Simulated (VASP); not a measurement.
Runs of VASP 6.6.1 on HfC. The structure is that of space group Fm-3m (No. 225), or close to it. The cells are those of the table. 

```csv
spin,cell,k mesh,pressure (GPa),moment (μB)
"non-collinear, zero start, SOC","a = 3.244 Å, angles 60.0°, 2 atoms",8 × 8 × 8,8.1,0.00
"non-collinear, zero start, SOC","a = 3.342 Å, angles 60.0°, 2 atoms",8 × 8 × 8,-13.3,0.00
"non-collinear, zero start, SOC","a = 3.288 Å, angles 60.0°, 2 atoms",8 × 8 × 8,(a),0.00
off,"a = 3.288 Å, angles 60.0°, 2 atoms",12 × 12 × 12,-2.5,-
"non-collinear, zero start, SOC","a = 3.288 Å, angles 60.0°, 2 atoms",10 × 10 × 10,-2.5,0.00
```

Alike in all rows: task single point; level r2SCAN; potentials or basis VASP PAW PBE potentials, release 64 (Hf_pv, C); cutoff (eV) 520; smearing gaussian 0.05 eV.

Question: Fill in the values left out.

Answer: (a) -2.7.

Caveats: the PAW data sets were made with another functional, which shifts forces and pressure a little.
